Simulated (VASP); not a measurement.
Set up this calculation in VASP 6.6.1, as the native input.

- Task: single point
- Functional: PBEsol
- Dispersion: D3(BJ)
- Potentials or basis: VASP PAW PBE potentials, release 64 (Ta_pv, N)
- Cutoff: 520 eV
- k mesh: 11 × 11 × 11
- Occupations: fermi-dirac, width 0.01 eV
- Spin: no spin polarisation
- Dipole correction: no
- Further INCAR settings: ALGO = Normal; EDIFF = 1e-07; NBANDS = 15

The structure of TaN lies in POSCAR:

```
TaN
1.0
    0.0000000000      2.2628889296      2.2628889296
    2.2628889296      0.0000000000      2.2628889296
    2.2628889296      2.2628889296      0.0000000000
Ta N
1 1
Direct
    0.5000000000      0.5000000000      0.5000000000
    0.0000000000      0.0000000000      0.0000000000
```

The input as run:

INCAR

```
ALGO = Normal ; EDIFF = 1E-7
ENCUT = 520 ; GGA = PS
ISIF = 2 ; ISMEAR = -1
IVDW = 12 ; LASPH = T
LCHARG = T ; LELF = T
LREAL = F ; LVHAR = T
LWAVE = F ; NBANDS = 15
NELM = 60 ; PREC = Accurate
SIGMA = 0.01
```

KPOINTS

```
k-points
0
Gamma
  11 11 11
```

Potentials or basis: VASP PAW PBE potentials, release 64 (Ta_pv, N).

Command:

```console
$ cat potpaw_PBE.64/Ta_pv/POTCAR potpaw_PBE.64/N/POTCAR > POTCAR
$ mpirun -np 1 vasp_std > vasp.out
```

Results of the run:

```
Pressure                   : -34.3 GPa
Band gap on the k mesh     : zero (band 8 reaches 9.89 eV, above the bottom of band 9 at 6.52 eV)
Dispersion energy per atom : -0.427 eV
```

Caveat: three body term missing; the PAW data sets were made with another functional, which shifts forces and pressure a little; spin-orbit coupling is left out, which moves the levels of the heavy elements; pairwise dispersion overbinds metals, which lowers pressure and volume.

It took 6.4 s on 1 thread of Intel(R) Xeon(R) 6975P-C (Granite Rapids) (shared host), peak memory 0.16 GiB.
